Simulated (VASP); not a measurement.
Here is a VASP 6.6.1 calculation.

Contents of INCAR:

```
SYSTEM = Nd2As3W
PREC = Accurate
ENCUT = 500
EDIFF = 1E-6
ISMEAR = 0
SIGMA = 0.1
LREAL = .False.
LASPH = .True.
NELM = 200
ALGO = Normal
ISIF = 2
LWAVE = .False.
LCHARG = .True.
GGA = PE
LELF = .True.
LVHAR = .True.
NBANDS = 34
GGA_COMPAT = .False.
LMAXMIX = 6
```

Contents of KPOINTS:

```
Automatic mesh
0
Gamma
  6 6 2
  0 0 0
```

The input POSCAR:

```
Nd2As3W
1.0
    4.0912395589      0.0000000000      0.0000000000
   -2.0456197795      3.5431173910      0.0000000000
    0.0000000000      0.0000000000      9.5542033893
Nd As W
2 3 1
Direct
    0.3333333333      0.6666666667      0.6895667603
    0.6666666667      0.3333333333      0.3104332397
    0.0000000000      0.0000000000      0.5000000000
    0.3333333333      0.6666666667      0.1246014758
    0.6666666667      0.3333333333      0.8753985242
    0.0000000000      0.0000000000      0.0000000000
```

Potentials or basis: VASP PAW PBE potentials, release 64 (Nd_3, As, W_sv), 4f in core.

Command:

```sh
$ cat potpaw_PBE.64/Nd_3/POTCAR potpaw_PBE.64/As/POTCAR potpaw_PBE.64/W_sv/POTCAR > POTCAR
$ mpirun -np 1 vasp_std > vasp.out
```

(1) What does it give for the largest force?

(2) What does it give for the pressure?

## Answers

(1) 0.044 eV/Å.

(2) 0.6 GPa.
